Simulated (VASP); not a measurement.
# CdSe (F-43m) in VASP: notebook

CdSe is run at these levels: PBEsol; tasks: single point, relaxation of cell and atoms.

Everything below comes from runs of VASP 6.6.1. Logs are shortened: lines on timing, memory, paths and dates and some standing lists are left out, and cuts for length are marked.

### 1 The cell of the first run

The structure is cubic, space group F-43m (No. 216). The conventional cell has a = 6.083 Å, b = 6.083 Å, c = 6.083 Å, α = 90.00°, β = 90.00°, γ = 90.00°. Cd (site symmetry -43m) has 4 Se at 2.63 Å within 3.5 Å. Se (site symmetry -43m) has 4 Cd at 2.63 Å within 3.5 Å.

### 2 Single point, PBEsol

INCAR

```
SYSTEM = CdSe
PREC     = Accurate       ! precision mode
ENCUT    = 520            ! plane-wave cutoff, eV
EDIFF    = 1E-6           ! SCF threshold, eV
ISMEAR   = 0              ! smearing method
SIGMA    = 0.01           ! smearing width, eV
LREAL    = .FALSE.        ! projectors in reciprocal space
LASPH    = .TRUE.         ! aspherical terms in the spheres
NELM     = 80             ! most SCF steps
ALGO     = Normal         ! electronic algorithm
ISIF     = 2              ! what is computed and relaxed
LWAVE    = .FALSE.        ! write WAVECAR
LCHARG   = .TRUE.         ! write CHGCAR
GGA      = PS             ! functional
LELF     = .TRUE.         ! ELF
LVHAR    = .TRUE.       
NBANDS   = 16             ! bands
```

KPOINTS

```
Automatic mesh
0
G
  6 6 6
  0 0 0
```

POSCAR

```
CdSe
1.0
    0.0000000000      3.0415698912      3.0415698912
    3.0415698912      0.0000000000      3.0415698912
    3.0415698912      3.0415698912      0.0000000000
Cd Se
1 1
Direct
    0.0000000000      0.0000000000      0.0000000000
    0.7500000000      0.7500000000      0.7500000000
```

Potentials or basis: VASP PAW PBE potentials, release 64 (Cd, Se).

On the command line:

```
> cat potpaw_PBE.64/Cd/POTCAR potpaw_PBE.64/Se/POTCAR > POTCAR
> mpirun -np 1 vasp_std > vasp.out
```

OUTCAR:

```text
SYSTEM = CdSe
   PREC = Accurate
   ENCUT = 520
   EDIFF = 1E-6
   ISMEAR = 0
   LREAL = .FALSE.
   LASPH = .TRUE.
   NELM = 80
   ISIF = 2
   GGA = PS

 ion  position               nearest neighbor table
   1  0.000  0.000  0.000-   2 2.63   2 2.63   2 2.63   2 2.63
   2  0.750  0.750  0.750-   1 2.63   1 2.63   1 2.63   1 2.63

  LATTYP: Found a face centered cubic cell.
 ALAT       =     6.0831397824

  Lattice vectors:

 A1 = (   0.0000000000,   3.0415698912,   3.0415698912)
 A2 = (   3.0415698912,   0.0000000000,   3.0415698912)
 A3 = (   3.0415698912,   3.0415698912,   0.0000000000)

Analysis of symmetry for initial positions (statically):
=====================================================================
 Subroutine PRICEL returns:
 Original cell was already a primitive cell.

 Routine SETGRP: Setting up the symmetry group for a
 face centered cubic supercell.

 Subroutine GETGRP returns: Found 24 space group operations
 (whereof 24 operations were pure point group operations)
 out of a pool of 48 trial point group operations.

The static configuration has the point symmetry T_d .

Analysis of symmetry for dynamics (positions and initial velocities):
=====================================================================
 Subroutine PRICEL returns:
 Original cell was already a primitive cell.

 Routine SETGRP: Setting up the symmetry group for a
 face centered cubic supercell.

 Subroutine GETGRP returns: Found 24 space group operations
 (whereof 24 operations were pure point group operations)
 out of a pool of 48 trial point group operations.

The dynamic configuration has the point symmetry T_d .

 Subroutine INISYM returns: Found 24 space group operations
 (whereof 24 operations are pure point group operations),
 and found     1 'primitive' translations

----------------------------------------------------------------------------------------

                                     Primitive cell

  volume of cell :      56.2760

  direct lattice vectors                    reciprocal lattice vectors
     0.000000000  3.041569891  3.041569891    -0.164388792  0.164388792  0.164388792
     3.041569891  0.000000000  3.041569891     0.164388792 -0.164388792  0.164388792
     3.041569891  3.041569891  0.000000000     0.164388792  0.164388792 -0.164388792

  length of vectors
     4.301429391  4.301429391  4.301429391     0.284729740  0.284729740  0.284729740

[... 70 lines left out ...]
   NELM   =     80;   NELMIN=  2; NELMDL= -5     # of ELM steps
   EDIFF  = 0.1E-05   stopping-criterion for ELM
   LREAL  =      F    real-space projection
   EDIFFG = 0.1E-04   stopping-criterion for IOM
   NSW    =      0    number of steps for IOM
   IBRION =     -1    ionic relax: 0-MD 1-quasi-New 2-CG
   NFREE  =      0    steps in history (QN), initial steepest desc. (CG)
   ISIF   =      2    stress and relaxation
   ISYM   =      2    0-nonsym 1-usesym 2-fastsym
   POTIM  = 0.5000    time-step for ionic-motion
   TEBEG  =    0.0;   TEEND  =   0.0 temperature during run
   PSTRESS=    0.0 pullay stress
   NELECT =      18.0000    total number of electrons
   NUPDOWN=      -1.0000    fix difference up-down
   EMIN   =  10.00;   EMAX   =-10.00  energy-range for DOS
   EFERMI =   0.00;   METHOD = LEGACY
   ISMEAR =     0;   SIGMA  =   0.01  broadening in eV -4-tet -1-fermi 0-gaus
   EFERMI_NEDOS =   21; number of points for ismear=-14 and -15
   IALGO  =     38    algorithm
   IMIX   =      4    mixing-type and parameters
     AMIX     =   0.40;   BMIX     =  1.00
     AMIX_MAG =   1.60;   BMIX_MAG =  1.00
  volume/ion in A,a.u.               =      28.14       189.88
  Fermi-wavevector in a.u.,A,eV,Ry     =   1.119587  2.115713 17.054565  1.253475
  Thomas-Fermi vector in A             =   2.256227
   LORBIT       =      0    0 simple, 1 ext, 2 COOP (PROOUT), +10 PAW based schemes
   GGA     = PS    functional components
   LHFCALC =     F    Hartree Fock is set to
   AEXX    =    0.0000 exact exchange contribution
   IVDW    =     0    specifies the selected vdW correction
   LEPSILON=     F    determine dielectric tensor
   LRPA    =     F    only Hartree local field effects (RPA)
 non-spin polarized calculation
 Gauss-broadening in eV      SIGMA  =   0.01
  energy-cutoff  :      520.00
  volume of cell :       56.28
 maximum number of plane-waves:      1527
   NGX = 15   NGY = 15   NGZ = 15

 number of electron      18.0000002 magnetization

 Free energy of the ion-electron system (eV)
  ---------------------------------------------------
  ext. energy  EPLUGINS =         0.00000000
  ---------------------------------------------------
  free energy    TOTEN  =        -6.17253992 eV

  energy without entropy =       -6.17253992  energy(sigma->0) =       -6.17253992

 E-fermi :   0.9335     XC(G=0):  -9.0961

 val. band max:        0.8129399945   @ k =   0.0000   0.0000   0.0000
 cond. band min:       1.2926558578   @ k =   0.0000   0.0000   0.0000
 fundamental gap:      0.4797158633
 Fermi energy:         0.9335318229

 k-point     1 :       0.0000    0.0000    0.0000
  band No.  band energies     occupation
      1     -11.8085      2.00000
      2      -7.1024      2.00000
      3      -7.1024      2.00000
      4      -7.1024      2.00000
      5      -6.7218      2.00000
      6      -6.7218      2.00000
[... 281 lines left out ...]
      3      -6.8921      2.00000
      4      -6.7870      2.00000
      5      -6.6940      2.00000
      6      -6.2665      2.00000
[... 8 lines left out ...]
     15      13.5327      0.00000
     16      13.7260      0.00000

------------------------ aborting loop because EDIFF is reached ----------------------------------------

  FORCE on cell =-STRESS in cart. coord.  units (eV):
  Direction    XX          YY          ZZ          XY          YZ          ZX
  --------------------------------------------------------------------------------------
  -------------------------------------------------------------------------------------
  Total        0.1100473      0.1100473      0.1100473     -0.0000000     -0.0000000      0.0000000
  in kB        3.1330459      3.1330459      3.1330459     -0.0000000     -0.0000000      0.0000000
  external PRESSURE =       3.1330459 kB  Pullay stress =       0.0000000 kB

 VOLUME and BASIS-vectors are now :
 -----------------------------------------------------------------------------
  energy-cutoff  :      520.00
  volume of cell :       56.28
      direct lattice vectors                 reciprocal lattice vectors
     0.000000000  3.041569891  3.041569891    -0.164388792  0.164388792  0.164388792
     3.041569891  0.000000000  3.041569891     0.164388792 -0.164388792  0.164388792
     3.041569891  3.041569891  0.000000000     0.164388792  0.164388792 -0.164388792

 POSITION                                       TOTAL-FORCE (eV/Angst)
 -----------------------------------------------------------------------------------
      0.00000      0.00000      0.00000         0.000000      0.000000      0.000000
      4.56235      4.56235      4.56235        -0.000000     -0.000000     -0.000000
 -----------------------------------------------------------------------------------
    total drift:                                0.000000      0.000000      0.000000

  FREE ENERGIE OF THE ION-ELECTRON SYSTEM (eV)
  ---------------------------------------------------
  free  energy   TOTEN  =        -6.1725399216 eV

  energy  without entropy=       -6.1725399216  energy(sigma->0) =       -6.17253992
```

It took 8 s on 1 thread of AMD EPYC 9R45 (Zen 5), shared host; peak memory 0.15 GiB.

Results:

```
Free energy            : -6.1725 eV
Pressure               : 0.3 GPa
Band gap on the k mesh : 0.48 eV
```

Caveat: semilocal functionals underestimate gaps, and a narrow one can read as zero; the PAW data sets were made with another functional, which shifts forces and pressure a little.

### 3 Relaxation of cell and atoms, PBEsol

This run uses another cell than the first one, of 28.94 Å³/atom.

INCAR

```
SYSTEM = CdSe
PREC = Accurate ; ENCUT = 600
EDIFF = 1E-7 ; ISMEAR = 0
SIGMA = 0.01 ; LREAL = .FALSE.
LASPH = .TRUE. ; NELM = 100
ALGO = Normal ; ISIF = 3
LWAVE = .FALSE. ; LCHARG = .FALSE.
GGA = PS ; IBRION = 2
NSW = 100 ; EDIFFG = -0.002
```

KPOINTS

```
regular mesh
0
G
  6 6 6
  0 0 0
```

POSCAR

```
CdSe
1.0
    0.0000000000      3.0702711986      3.0702711986
    3.0702711986      0.0000000000      3.0702711986
    3.0702711986      3.0702711986      0.0000000000
Cd Se
1 1
Direct
    0.0000000000      0.0000000000      0.0000000000
    0.7500000000      0.7500000000      0.7500000000
```

Potentials or basis: VASP PAW PBE potentials, release 64 (Cd, Se).

On the command line:

```
> cat potpaw_PBE.64/Cd/POTCAR potpaw_PBE.64/Se/POTCAR > POTCAR
> mpirun -np 1 vasp_std > vasp.out
```

OUTCAR:

```text
SYSTEM = CdSe
   PREC = Accurate
   ENCUT = 600
   EDIFF = 1E-7
   ISMEAR = 0
   LREAL = .FALSE.
   LASPH = .TRUE.
   NELM = 100
   ISIF = 3
   GGA = PS
   IBRION = 2
   NSW = 100
   EDIFFG = -0.002

 ion  position               nearest neighbor table
   1  0.000  0.000  0.000-   2 2.66   2 2.66   2 2.66   2 2.66
   2  0.750  0.750  0.750-   1 2.66   1 2.66   1 2.66   1 2.66

  LATTYP: Found a face centered cubic cell.
 ALAT       =     6.1405423972

  Lattice vectors:

 A1 = (   0.0000000000,   3.0702711986,   3.0702711986)
 A2 = (   3.0702711986,   0.0000000000,   3.0702711986)
 A3 = (   3.0702711986,   3.0702711986,   0.0000000000)

Analysis of symmetry for initial positions (statically):
=====================================================================
 Subroutine PRICEL returns:
 Original cell was already a primitive cell.

 Routine SETGRP: Setting up the symmetry group for a
 face centered cubic supercell.

 Subroutine GETGRP returns: Found 24 space group operations
 (whereof 24 operations were pure point group operations)
 out of a pool of 48 trial point group operations.

The static configuration has the point symmetry T_d .

Analysis of symmetry for dynamics (positions and initial velocities):
=====================================================================
 Subroutine PRICEL returns:
 Original cell was already a primitive cell.

 Routine SETGRP: Setting up the symmetry group for a
 face centered cubic supercell.

 Subroutine GETGRP returns: Found 24 space group operations
 (whereof 24 operations were pure point group operations)
 out of a pool of 48 trial point group operations.

The dynamic configuration has the point symmetry T_d .

 Subroutine INISYM returns: Found 24 space group operations
 (whereof 24 operations are pure point group operations),
 and found     1 'primitive' translations

----------------------------------------------------------------------------------------

                                     Primitive cell

  volume of cell :      57.8842

  direct lattice vectors                    reciprocal lattice vectors
     0.000000000  3.070271199  3.070271199    -0.162852063  0.162852063  0.162852063
     3.070271199  0.000000000  3.070271199     0.162852063 -0.162852063  0.162852063
     3.070271199  3.070271199  0.000000000     0.162852063  0.162852063 -0.162852063

  length of vectors
     4.342019169  4.342019169  4.342019169     0.282068048  0.282068048  0.282068048

  position of ions in fractional coordinates (direct lattice)
     0.000000000  0.000000000  0.000000000
     0.750000000  0.750000000  0.750000000

  ion indices of the primitive-cell ions
   primitive index   ion index
                 1           1
                 2           2

----------------------------------------------------------------------------------------

 KPOINTS: regular mesh

Automatic generation of k-mesh.
 Grid dimensions read from file:
 generate k-points for:    6    6    6

 Generating k-lattice:

  Cartesian coordinates                     Fractional coordinates (reciprocal lattice)
    -0.027142011  0.027142011  0.027142011     0.166666667  0.000000000  0.000000000
     0.027142011 -0.027142011  0.027142011     0.000000000  0.166666667  0.000000000
     0.027142011  0.027142011 -0.027142011     0.000000000  0.000000000  0.166666667

  Length of vectors
     0.047011341  0.047011341  0.047011341

  Shift w.r.t. Gamma in fractional coordinates (k-lattice)
     0.000000000  0.000000000  0.000000000

 Subroutine IBZKPT returns following result:
 ===========================================

 Found     16 irreducible k-points:

 Following reciprocal coordinates:
            Coordinates               Weight
  0.000000  0.000000  0.000000      1.000000
  0.166667  0.000000  0.000000      8.000000
  0.333333  0.000000  0.000000      8.000000
  0.500000  0.000000  0.000000      4.000000
  0.166667  0.166667  0.000000      6.000000
  0.333333  0.166667  0.000000     24.000000
[... 8 lines left out ...]
 -0.333333  0.333333  0.166667     24.000000
 -0.333333  0.500000  0.166667     12.000000
   k-points           NKPTS =     16   k-points in BZ     NKDIM =     16   number of bands    NBANDS=     13
   number of dos      NEDOS =    301   number of ions     NIONS =      2
   total plane-waves  NPLWV =  46656
   dimension x,y,z NGX =    36 NGY =   36 NGZ =   36
   dimension x,y,z NGXF=    72 NGYF=   72 NGZF=   72
   ions per type =               1   1
   NGX,Y,Z   is equivalent  to a cutoff of  13.78, 13.78, 13.78 a.u.
   NGXF,Y,Z  is equivalent  to a cutoff of  27.57, 27.57, 27.57 a.u.
 SYSTEM =  CdSe
   PREC   = accura    normal or accurate (medium, high low for compatibility)
   ISTART =      0    job   : 0-new  1-cont  2-samecut
   ICHARG =      2    charge: 1-file 2-atom 10-const
   ISPIN  =      1    spin polarized calculation?
   LNONCOLLINEAR =      F non collinear calculations
   LSORBIT =      F    spin-orbit coupling
   LASPH  =      T    aspherical Exc in radial PAW
   ENCUT  =  600.0 eV  44.10 Ry    6.64 a.u.   8.67  8.67  8.67*2*pi/ulx,y,z
   NELM   =    100;   NELMIN=  2; NELMDL= -5     # of ELM steps
   EDIFF  = 0.1E-06   stopping-criterion for ELM
   LREAL  =      F    real-space projection
   EDIFFG = -.2E-02   stopping-criterion for IOM
   NSW    =    100    number of steps for IOM
   IBRION =      2    ionic relax: 0-MD 1-quasi-New 2-CG
   NFREE  =      1    steps in history (QN), initial steepest desc. (CG)
   ISIF   =      3    stress and relaxation
   ISYM   =      2    0-nonsym 1-usesym 2-fastsym
   POTIM  = 0.5000    time-step for ionic-motion
   TEBEG  =    0.0;   TEEND  =   0.0 temperature during run
   PSTRESS=    0.0 pullay stress
   NELECT =      18.0000    total number of electrons
   NUPDOWN=      -1.0000    fix difference up-down
   EMIN   =  10.00;   EMAX   =-10.00  energy-range for DOS
   EFERMI =   0.00;   METHOD = LEGACY
   ISMEAR =     0;   SIGMA  =   0.01  broadening in eV -4-tet -1-fermi 0-gaus
   EFERMI_NEDOS =   21; number of points for ismear=-14 and -15
   IALGO  =     38    algorithm
   IMIX   =      4    mixing-type and parameters
     AMIX     =   0.40;   BMIX     =  1.00
     AMIX_MAG =   1.60;   BMIX_MAG =  1.00
  volume/ion in A,a.u.               =      28.94       195.31
  Fermi-wavevector in a.u.,A,eV,Ry     =   1.109121  2.095935 16.737199  1.230149
  Thomas-Fermi vector in A             =   2.245657
   LORBIT       =      0    0 simple, 1 ext, 2 COOP (PROOUT), +10 PAW based schemes
   GGA     = PS    functional components
   LHFCALC =     F    Hartree Fock is set to
   AEXX    =    0.0000 exact exchange contribution
   IVDW    =     0    specifies the selected vdW correction
   LEPSILON=     F    determine dielectric tensor
   LRPA    =     F    only Hartree local field effects (RPA)
 conjugate gradient relaxation of ions
 non-spin polarized calculation
 Gauss-broadening in eV      SIGMA  =   0.01
  energy-cutoff  :      600.00
  volume of cell :       57.88
 maximum number of plane-waves:      1964
   NGX = 17   NGY = 17   NGZ = 17

--------------------------------------- Ionic step        1  -------------------------------------------

 number of electron      17.9999997 magnetization

 Free energy of the ion-electron system (eV)
  ---------------------------------------------------
  ext. energy  EPLUGINS =         0.00000000
  ---------------------------------------------------
  free energy    TOTEN  =        -6.16844764 eV

  energy without entropy =       -6.16844764  energy(sigma->0) =       -6.16844764

------------------------ aborting loop because EDIFF is reached ----------------------------------------

  FORCE on cell =-STRESS in cart. coord.  units (eV):
  Direction    XX          YY          ZZ          XY          YZ          ZX
  --------------------------------------------------------------------------------------
  -------------------------------------------------------------------------------------
  Total       -0.4131348     -0.4131348     -0.4131348      0.0000000      0.0000000      0.0000000
  in kB      -11.4351574    -11.4351574    -11.4351574      0.0000000      0.0000000      0.0000000
  external PRESSURE =     -11.4351574 kB  Pullay stress =       0.0000000 kB
[... 57 lines left out ...]
  energy  without entropy=       -6.1728358820  energy(sigma->0) =       -6.17283588

--------------------------------------- Ionic step        3  -------------------------------------------

 number of electron      17.9999998 magnetization

 Free energy of the ion-electron system (eV)
  ---------------------------------------------------
  ext. energy  EPLUGINS =         0.00000000
  ---------------------------------------------------
  free energy    TOTEN  =        -6.17327834 eV

  energy without entropy =       -6.17327834  energy(sigma->0) =       -6.17327834

 E-fermi :   0.8753     XC(G=0):  -9.0730

 val. band max:        0.7730740248   @ k =   0.0000   0.0000   0.0000
 cond. band min:       1.2429650488   @ k =   0.0000   0.0000   0.0000
 fundamental gap:      0.4698910240
 Fermi energy:         0.8752816738

 k-point     1 :       0.0000    0.0000    0.0000
  band No.  band energies     occupation
      1     -11.8197      2.00000
      2      -7.1261      2.00000
      3      -7.1261      2.00000
      4      -7.1261      2.00000
      5      -6.7510      2.00000
      6      -6.7510      2.00000
      7       0.7731      2.00000
      8       0.7731      2.00000
      9       0.7731      2.00000
     10       1.2430      0.00000
     11       6.6247      0.00000
     12       6.6247      0.00000
     13       6.6247      0.00000
[... 267 lines left out ...]
  FREE ENERGIE OF THE ION-ELECTRON SYSTEM (eV)
  ---------------------------------------------------
  free  energy   TOTEN  =        -6.1732783435 eV

  energy  without entropy=       -6.1732783435  energy(sigma->0) =       -6.17327834

 reached required accuracy - stopping structural energy minimisation
```

CONTCAR:

```text
CdSe
   1.00000000000000
     0.0000000000000000    3.0466694045286755    3.0466694045286755
     3.0466694045286755    0.0000000000000000    3.0466694045286755
     3.0466694045286755    3.0466694045286755    0.0000000000000000
  Cd              Se
     1     1
Direct
     0.0000000000000000    0.0000000000000000    0.0000000000000000
     0.7500000000000000    0.7500000000000000    0.7500000000000000

  0.00000000E+00  0.00000000E+00  0.00000000E+00
  0.00000000E+00  0.00000000E+00  0.00000000E+00
```

Wall time 25 s (1 thread of AMD EPYC 9R45 (Zen 5), shared host); peak memory 0.19 GiB.

Results:

* Free energy: -6.1733 eV
* Relaxed volume: 28.28 Å³/atom
* Relaxed cell: a = 4.309 Å, b = 4.309 Å, c = 4.309 Å, α = 60.00°, β = 60.00°, γ = 60.00°
* Space group after relaxing (to 0.1 Å): F-43m (No. 216)
* Energy gained by relaxing: 2.4 meV/atom
* Ionic steps: 3
* Pressure after relaxing: 0.0 GPa
* Band gap on the k mesh: 0.47 eV

Step by step:
| step | energy change (eV) | largest force (eV/Å) | pressure (GPa) | volume (Å³) |
| --- | --- | --- | --- | --- |
| 1 | 0.0000 | 0.0000 | -1.14 | 57.88 |
| 2 | -0.0044 | 0.0000 | 0.37 | 56.17 |
| 3 | -0.0048 | 0.0000 | 0.00 | 56.56 |

Final structure:
```
Cd Se
1.0
     0.00000    3.04667    3.04667
     3.04667    0.00000    3.04667
     3.04667    3.04667    0.00000
Cd Se
1 1
Direct
  0.00000 0.00000 0.00000
  0.75000 0.75000 0.75000
```

Caveat: semilocal functionals underestimate gaps, and a narrow one can read as zero; the PAW data sets were made with another functional, which shifts forces and pressure a little.
